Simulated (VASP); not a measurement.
A run of VASP 6.6.1:

Contents of INCAR:

```
ALGO = Normal
EDIFF = 1E-6
ENCUT = 500
GGA = CA
GGA_COMPAT = False
ISIF = 2
ISMEAR = 0
LASPH = True
LCHARG = False
LREAL = False
LWAVE = False
NBANDS = 8
NELM = 120
PREC = Accurate
SIGMA = 0.1
```

KPOINTS

```
k-points
0
Gamma
  18 18 18
```

POSCAR

```
Al
1.0
    0.0000000000      2.0308629571      2.0308629571
    2.0308629571      0.0000000000      2.0308629571
    2.0308629571      2.0308629571      0.0000000000
Al
1
Direct
    0.0000000000      0.0000000000      0.0000000000
```

Potentials or basis: VASP PAW LDA potentials, release 64 (Al).

Run with:

```sh
$ cat potpaw_LDA.64/Al/POTCAR > POTCAR
$ mpirun -np 1 vasp_std > vasp.out
```

Hardware: 1 thread of AMD EPYC 9R45 (Zen 5), on a shared host.

Estimate the wall time of this run.

Run time: 12 s on 1 thread of AMD EPYC 9R45 (Zen 5), with other jobs on the host, peak memory 0.1 GiB. Counts: scf iterations 9, k points 195.
